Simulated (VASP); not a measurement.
# ZnS (P6_3mc) in VASP: a series of runs

The runs below take ZnS through single point, with PBE.

Everything below comes from runs of VASP 6.6.1. Logs are shortened: lines on timing, memory, paths and dates and some standing lists are left out, and cuts for length are marked.

## 1. The cell of the first run

It takes space group P6_3mc (No. 186, hexagonal). Conventional cell: a = 3.847 Å, b = 3.847 Å, c = 12.968 Å, α = 90.00°, β = 90.00°, γ = 120.00°. Zn (site symmetry 3m) has 4 S at 2.36 to 2.43 Å within 3.1 Å. Within 3.1 Å of Zn (site symmetry 3m) lie 4 S at 2.37 to 2.43 Å. Within 3.1 Å of S (site symmetry 3m) lie 4 Zn at 2.37 to 2.43 Å. S (site symmetry 3m) has 4 Zn at 2.36 to 2.43 Å within 3.1 Å.

## 2. Single point, PBE (strain +0.000 along x and y, +0.030 along z)

INCAR

```
SYSTEM = ZnS
PREC     = Accurate       ! precision mode
ENCUT    = 520            ! plane-wave cutoff, eV
EDIFF    = 1E-7           ! SCF threshold, eV
ISMEAR   = 0              ! smearing method
SIGMA    = 0.05           ! smearing width, eV
LREAL    = .False.        ! projectors in reciprocal space
LASPH    = .True.         ! aspherical terms in the spheres
NELM     = 60             ! most SCF steps
ALGO     = Normal         ! electronic algorithm
ISIF     = 2              ! what is computed and relaxed
LWAVE    = .False.        ! write WAVECAR
LCHARG   = .False.        ! write CHGCAR
GGA      = PE             ! functional
NBANDS   = 46             ! bands
```

KPOINTS

```
regular mesh
0
Gamma
  12 12 2
  0 0 0
```

POSCAR

```
ZnS
1.0
    3.8467234434      0.0000000000      0.0000000000
   -1.9233617217      3.3313602233      0.0000000000
    0.0000000000      0.0000000000     12.9679317746
Zn S
4 4
Direct
    0.0000000000      0.0000000000      0.0000503469
    0.0000000000      0.0000000000      0.5000503469
    0.3333333333      0.6666666667      0.2500245137
    0.6666666667      0.3333333333      0.7500245137
    0.0000000000      0.0000000000      0.1872896978
    0.0000000000      0.0000000000      0.6872896978
    0.3333333333      0.6666666667      0.4376354415
    0.6666666667      0.3333333333      0.9376354415
```

Potentials or basis: VASP PAW PBE potentials, release 64 (Zn, S).

The run is started by

```sh
cat potpaw_PBE.64/Zn/POTCAR potpaw_PBE.64/S/POTCAR > POTCAR
mpirun -np 1 vasp_std > vasp.out
```

OUTCAR:

```text
SYSTEM = ZnS
   PREC = Accurate
   ENCUT = 520
   EDIFF = 1E-7
   ISMEAR = 0
   LREAL = .False.
   LASPH = .True.
   NELM = 60
   ISIF = 2
   GGA = PE

 ion  position               nearest neighbor table
   1  0.000  0.000  0.000-   8 2.36   8 2.36   8 2.36   5 2.43
   2  0.000  0.000  0.500-   7 2.36   7 2.36   7 2.36   6 2.43
   3  0.333  0.667  0.250-   5 2.37   5 2.37   5 2.37   7 2.43
   4  0.667  0.333  0.750-   6 2.37   6 2.37   6 2.37   8 2.43
   5  0.000  0.000  0.187-   3 2.37   3 2.37   3 2.37   1 2.43
   6  0.000  0.000  0.687-   4 2.37   4 2.37   4 2.37   2 2.43
   7  0.333  0.667  0.438-   2 2.36   2 2.36   2 2.36   3 2.43
   8  0.667  0.333  0.938-   1 2.36   1 2.36   1 2.36   4 2.43

  LATTYP: Found a hexagonal cell.
 ALAT       =     3.8467234434
 C/A-ratio  =     3.3711630081

  Lattice vectors:

 A1 = (   3.8467234434,   0.0000000000,   0.0000000000)
 A2 = (  -1.9233617217,   3.3313602233,   0.0000000000)
 A3 = (   0.0000000000,   0.0000000000,  12.9679317746)

Analysis of symmetry for initial positions (statically):
=====================================================================
 Subroutine PRICEL returns:
 Original cell was already a primitive cell.

 Routine SETGRP: Setting up the symmetry group for a
 hexagonal supercell.

 Subroutine GETGRP returns: Found 12 space group operations
 (whereof  6 operations were pure point group operations)
 out of a pool of 24 trial point group operations.

The static configuration has the point symmetry C_3v.
 The point group associated with its full space group is C_6v.

Analysis of symmetry for dynamics (positions and initial velocities):
=====================================================================
 Subroutine PRICEL returns:
 Original cell was already a primitive cell.

 Routine SETGRP: Setting up the symmetry group for a
 hexagonal supercell.

 Subroutine GETGRP returns: Found 12 space group operations
 (whereof  6 operations were pure point group operations)
 out of a pool of 24 trial point group operations.

The dynamic configuration has the point symmetry C_3v.
 The point group associated with its full space group is C_6v.

 Subroutine INISYM returns: Found 12 space group operations
 (whereof  6 operations are pure point group operations),
 and found     1 'primitive' translations

----------------------------------------------------------------------------------------

                                     Primitive cell

  volume of cell :     166.1817

  direct lattice vectors                    reciprocal lattice vectors
     3.846723443  0.000000000  0.000000000     0.259961501  0.150088843  0.000000000
    -1.923361722  3.331360223  0.000000000     0.000000000  0.300177685  0.000000000
     0.000000000  0.000000000 12.967931775     0.000000000  0.000000000  0.077113299

  length of vectors
     3.846723443  3.846723443 12.967931775     0.300177685  0.300177685  0.077113299

  position of ions in fractional coordinates (direct lattice)
     0.000000000  0.000000000  0.000050347
     0.000000000  0.000000000  0.500050347
     0.333333333  0.666666667  0.250024514
     0.666666667  0.333333333  0.750024514
     0.000000000  0.000000000  0.187289698
     0.000000000  0.000000000  0.687289698
     0.333333333  0.666666667  0.437635441
     0.666666667  0.333333333  0.937635441

  ion indices of the primitive-cell ions
   primitive index   ion index
                 1           1
                 2           2
                 3           3
                 4           4
                 5           5
                 6           6
                 7           7
                 8           8

----------------------------------------------------------------------------------------

 KPOINTS: regular mesh

Automatic generation of k-mesh.
 Grid dimensions read from file:
 generate k-points for:   12   12    2

 Generating k-lattice:

  Cartesian coordinates                     Fractional coordinates (reciprocal lattice)
     0.021663458  0.012507404  0.000000000     0.083333333  0.000000000  0.000000000
     0.000000000  0.025014807  0.000000000     0.000000000  0.083333333  0.000000000
     0.000000000  0.000000000  0.038556649     0.000000000  0.000000000  0.500000000

  Length of vectors
     0.025014807  0.025014807  0.038556649

  Shift w.r.t. Gamma in fractional coordinates (k-lattice)
     0.000000000  0.000000000  0.000000000

 Subroutine IBZKPT returns following result:
 ===========================================

 Found     38 irreducible k-points:

 Following reciprocal coordinates:
            Coordinates               Weight
  0.000000  0.000000  0.000000      1.000000
  0.083333  0.000000  0.000000      6.000000
  0.166667  0.000000  0.000000      6.000000
  0.250000  0.000000  0.000000      6.000000
  0.333333 -0.000000  0.000000      6.000000
  0.416667 -0.000000  0.000000      6.000000
[... 16 lines left out ...]
  0.250000  0.000000  0.500000      6.000000
  0.333333 -0.000000  0.500000      6.000000
 [... further k-points ...]
   k-points           NKPTS =     38   k-points in BZ     NKDIM =     38   number of bands    NBANDS=     46
   number of dos      NEDOS =    301   number of ions     NIONS =      8
   total plane-waves  NPLWV =  86400
   dimension x,y,z NGX =    30 NGY =   30 NGZ =   96
   dimension x,y,z NGXF=    60 NGYF=   60 NGZF=  192
   ions per type =               4   4
   NGX,Y,Z   is equivalent  to a cutoff of  12.97, 12.97, 12.31 a.u.
   NGXF,Y,Z  is equivalent  to a cutoff of  25.93, 25.93, 24.61 a.u.
 SYSTEM =  ZnS
   PREC   = accura    normal or accurate (medium, high low for compatibility)
   ISTART =      0    job   : 0-new  1-cont  2-samecut
   ICHARG =      2    charge: 1-file 2-atom 10-const
   ISPIN  =      1    spin polarized calculation?
   LNONCOLLINEAR =      F non collinear calculations
   LSORBIT =      F    spin-orbit coupling
   LASPH  =      T    aspherical Exc in radial PAW
   ENCUT  =  520.0 eV  38.22 Ry    6.18 a.u.   7.15  7.15 24.11*2*pi/ulx,y,z
   NELM   =     60;   NELMIN=  2; NELMDL= -5     # of ELM steps
   EDIFF  = 0.1E-06   stopping-criterion for ELM
   LREAL  =      F    real-space projection
   EDIFFG = 0.1E-05   stopping-criterion for IOM
   NSW    =      0    number of steps for IOM
   IBRION =     -1    ionic relax: 0-MD 1-quasi-New 2-CG
   NFREE  =      0    steps in history (QN), initial steepest desc. (CG)
   ISIF   =      2    stress and relaxation
   ISYM   =      2    0-nonsym 1-usesym 2-fastsym
   POTIM  = 0.5000    time-step for ionic-motion
   TEBEG  =    0.0;   TEEND  =   0.0 temperature during run
   PSTRESS=    0.0 pullay stress
   NELECT =      72.0000    total number of electrons
   NUPDOWN=      -1.0000    fix difference up-down
   EMIN   =  10.00;   EMAX   =-10.00  energy-range for DOS
   EFERMI =   0.00;   METHOD = LEGACY
   ISMEAR =     0;   SIGMA  =   0.05  broadening in eV -4-tet -1-fermi 0-gaus
   EFERMI_NEDOS =   21; number of points for ismear=-14 and -15
   IALGO  =     38    algorithm
   IMIX   =      4    mixing-type and parameters
     AMIX     =   0.40;   BMIX     =  1.00
     AMIX_MAG =   1.60;   BMIX_MAG =  1.00
  volume/ion in A,a.u.               =      20.77       140.18
  Fermi-wavevector in a.u.,A,eV,Ry     =   1.238772  2.340939 20.878889  1.534555
  Thomas-Fermi vector in A             =   2.373283
   LORBIT       =      0    0 simple, 1 ext, 2 COOP (PROOUT), +10 PAW based schemes
   GGA     = PE    functional components
   LHFCALC =     F    Hartree Fock is set to
   AEXX    =    0.0000 exact exchange contribution
   IVDW    =     0    specifies the selected vdW correction
   LEPSILON=     F    determine dielectric tensor
   LRPA    =     F    only Hartree local field effects (RPA)
 non-spin polarized calculation
 Gauss-broadening in eV      SIGMA  =   0.05
  energy-cutoff  :      520.00
  volume of cell :      166.18
 maximum number of plane-waves:      4536
 NGX is ok and might be reduce to    30
   NGX = 15   NGY = 15   NGZ = 49

 number of electron      72.0000092 magnetization

 Free energy of the ion-electron system (eV)
  ---------------------------------------------------
  ext. energy  EPLUGINS =         0.00000000
  ---------------------------------------------------
  free energy    TOTEN  =       -27.34054866 eV

  energy without entropy =      -27.34054866  energy(sigma->0) =      -27.34054866

 E-fermi :   1.9234     XC(G=0):  -9.3866

 val. band max:        1.6827824328   @ k =   0.0000   0.0000   0.0000
 cond. band min:       3.5524607152   @ k =   0.0000   0.0000   0.0000
 fundamental gap:      1.8696782824
 Fermi energy:         1.9234465305

 k-point     1 :       0.0000    0.0000    0.0000
  band No.  band energies     occupation
      1     -11.1593      2.00000
      2     -10.8049      2.00000
      3     -10.7990      2.00000
      4     -10.3838      2.00000
      5      -4.5083      2.00000
      6      -4.5083      2.00000
[... 38 lines left out ...]
     45       8.2913      0.00000
     46       8.4562      0.00000

 k-point     2 :       0.0833    0.0000    0.0000
  band No.  band energies     occupation
      1     -11.1149      2.00000
      2     -10.7676      2.00000
      3     -10.7616      2.00000
      4     -10.3569      2.00000
      5      -4.5100      2.00000
      6      -4.4991      2.00000
[... 38 lines left out ...]
     45       8.2850      0.00000
     46       8.5729      0.00000

 k-point     3 :       0.1667    0.0000    0.0000
  band No.  band energies     occupation
      1     -10.9881      2.00000
      2     -10.6626      2.00000
      3     -10.6565      2.00000
      4     -10.2835      2.00000
      5      -4.5137      2.00000
      6      -4.4876      2.00000
[... 38 lines left out ...]
     45       8.5690      0.00000
     46       8.5726      0.00000

 k-point     4 :       0.2500    0.0000    0.0000
  band No.  band energies     occupation
      1     -10.7987      2.00000
      2     -10.5114      2.00000
      3     -10.5052      2.00000
      4     -10.1856      2.00000
      5      -4.5123      2.00000
      6      -4.4834      2.00000
[... 920 lines left out ...]
     45       8.7230      0.00000
     46       8.7240      0.00000

 k-point    23 :       0.2500    0.0000    0.5000
  band No.  band energies     occupation
      1     -10.7166      2.00000
      2     -10.7166      2.00000
      3     -10.2839      2.00000
      4     -10.2839      2.00000
      5      -4.5061      2.00000
      6      -4.5061      2.00000
[... 38 lines left out ...]
     45       9.0396      0.00000
     46       9.0424      0.00000

 k-point    24 :       0.3333   -0.0000    0.5000
  band No.  band energies     occupation
      1     -10.5146      2.00000
      2     -10.5146      2.00000
      3     -10.1716      2.00000
      4     -10.1716      2.00000
      5      -4.4887      2.00000
      6      -4.4887      2.00000
[... 38 lines left out ...]
     45       9.1984      0.00000
     46       9.1984      0.00000

 [... further k-points ...]
[... 5 lines left out ...]
  --------------------------------------------------------------------------------------
  -------------------------------------------------------------------------------------
  Total       -0.6078046     -0.6078046     -4.0563687      0.0000000      0.0000000      0.0000000
  in kB       -5.8599146     -5.8599146    -39.1079211      0.0000000      0.0000000      0.0000000
  external PRESSURE =     -16.9425835 kB  Pullay stress =       0.0000000 kB

 VOLUME and BASIS-vectors are now :
 -----------------------------------------------------------------------------
  energy-cutoff  :      520.00
  volume of cell :      166.18
      direct lattice vectors                 reciprocal lattice vectors
     3.846723443  0.000000000  0.000000000     0.259961501  0.150088843  0.000000000
    -1.923361722  3.331360223  0.000000000     0.000000000  0.300177685  0.000000000
     0.000000000  0.000000000 12.967931775     0.000000000  0.000000000  0.077113299

 POSITION                                       TOTAL-FORCE (eV/Angst)
 -----------------------------------------------------------------------------------
      0.00000      0.00000      0.00065        -0.000000     -0.000000      0.117507
      0.00000      0.00000      6.48462         0.000000      0.000000      0.117507
     -0.00000      2.22091      3.24230         0.000000      0.000000      0.113317
      1.92336      1.11045      9.72627        -0.000000      0.000000      0.113317
      0.00000      0.00000      2.42876         0.000000     -0.000000     -0.113099
      0.00000      0.00000      8.91273        -0.000000      0.000000     -0.113099
     -0.00000      2.22091      5.67523         0.000000     -0.000000     -0.117725
      1.92336      1.11045     12.15919        -0.000000     -0.000000     -0.117725
 -----------------------------------------------------------------------------------
    total drift:                               -0.000000     -0.000000     -0.001493

  FREE ENERGIE OF THE ION-ELECTRON SYSTEM (eV)
  ---------------------------------------------------
  free  energy   TOTEN  =       -27.3405486646 eV

  energy  without entropy=      -27.3405486646  energy(sigma->0) =      -27.34054866
```

Wall time 3.6 min (1 thread of Intel Xeon Platinum 8488C (Sapphire Rapids), shared host); peak memory 0.4 GiB.

What came out:

| Item | Value |
| --- | --- |
| Free energy | -27.3405 eV |
| Pressure | -1.7 GPa |
| Largest force | 0.118 eV/Å |
| Band gap on the k mesh | 1.87 eV, direct |

Forces on the atoms (eV/Å):
```
Zn   0.000  0.000  0.118
Zn   0.000  0.000  0.118
Zn   0.000  0.000  0.113
Zn   0.000  0.000  0.113
S    0.000  0.000 -0.113
S    0.000  0.000 -0.113
S    0.000  0.000 -0.118
S    0.000  0.000 -0.118
```

Levels at points of the mesh, in eV from the valence-band top:
```csv
k point,band 34,band 35,band 36,band 37,band 38,band 39
"(0.00, 0.00, 0.00)",-0.14,0.00,0.00,1.87,3.25,3.33
"(0.50, 0.00, 0.00)",-1.46,-1.09,-0.86,3.17,3.31,3.85
"(0.00, 0.00, 0.50)",-0.12,-0.12,-0.12,2.76,2.76,3.34
"(0.50, 0.00, 0.50)",-1.44,-1.05,-1.05,3.63,3.63,3.97
```

Caveat: the cell differs from its parent crystal (strain +0.000 along x and y, +0.030 along z).

## 3. Single point, PBE (strain +0.030 along x and y, +0.000 along z)

INCAR

```
  ALGO = Normal
  EDIFF = 1E-6
  ENCUT = 520
  GGA = PE
  ISIF = 2
  ISMEAR = 0
  LASPH = True
  LCHARG = False
  LREAL = False
  LWAVE = False
  NBANDS = 46
  NELM = 80
  PREC = Accurate
  SIGMA = 0.05
```

KPOINTS

```
k-points
0
Gamma
  12 12 2
```

POSCAR, as its differences from that of step 2:

```diff
@@ -2,5 +2,5 @@
 1.0
-    3.8467234434      0.0000000000      0.0000000000
-   -1.9233617217      3.3313602233      0.0000000000
-    0.0000000000      0.0000000000     12.9679317746
+    3.9621251467      0.0000000000      0.0000000000
+   -1.9810625733      3.4313010300      0.0000000000
+    0.0000000000      0.0000000000     12.5902250239
 Zn S
```

Potentials or basis: VASP PAW PBE potentials, release 64 (Zn, S).

The run is started by

```sh
cat potpaw_PBE.64/Zn/POTCAR potpaw_PBE.64/S/POTCAR > POTCAR
mpirun -np 1 vasp_std > vasp.out
```

Run time: 3.4 min. Hardware: 1 thread of Intel Xeon Platinum 8488C (Sapphire Rapids), shared host; peak memory 0.41 GiB.

Results (log left out):

| Quantity | Value |
| --- | --- |
| Free energy | -27.2615 eV |
| Pressure | -3.4 GPa |
| Largest force | 0.133 eV/Å |
| Band gap on the k mesh | 1.78 eV, direct |

Forces on the atoms (eV/Å):
```
Zn   0.000  0.000 -0.133
Zn   0.000  0.000 -0.133
Zn   0.000  0.000 -0.124
Zn   0.000  0.000 -0.124
S    0.000  0.000  0.126
S    0.000  0.000  0.126
S    0.000  0.000  0.131
S    0.000  0.000  0.131
```

Stress tensor (GPa, compression positive):
```
-4.43  0.00  0.00
 0.00 -4.43  0.00
 0.00  0.00 -1.29
```

Levels at points of the mesh, in eV from the valence-band top:
| k point | band 34 | band 35 | band 36 | band 37 | band 38 | band 39 |
| --- | --- | --- | --- | --- | --- | --- |
| (0.00, 0.00, 0.00) | -0.04 | -0.04 | 0.00 | 1.78 | 2.85 | 3.04 |
| (0.50, 0.00, 0.00) | -1.33 | -0.94 | -0.75 | 3.26 | 3.42 | 3.67 |
| (0.00, 0.00, 0.50) | -0.18 | -0.18 | -0.18 | 2.62 | 2.62 | 2.98 |
| (0.50, 0.00, 0.50) | -1.32 | -0.97 | -0.97 | 3.63 | 3.63 | 3.92 |

Caveat: the cell differs from its parent crystal (strain +0.030 along x and y, +0.000 along z). A k mesh can miss the band edges.

(Part 1 of 2 ends here.)
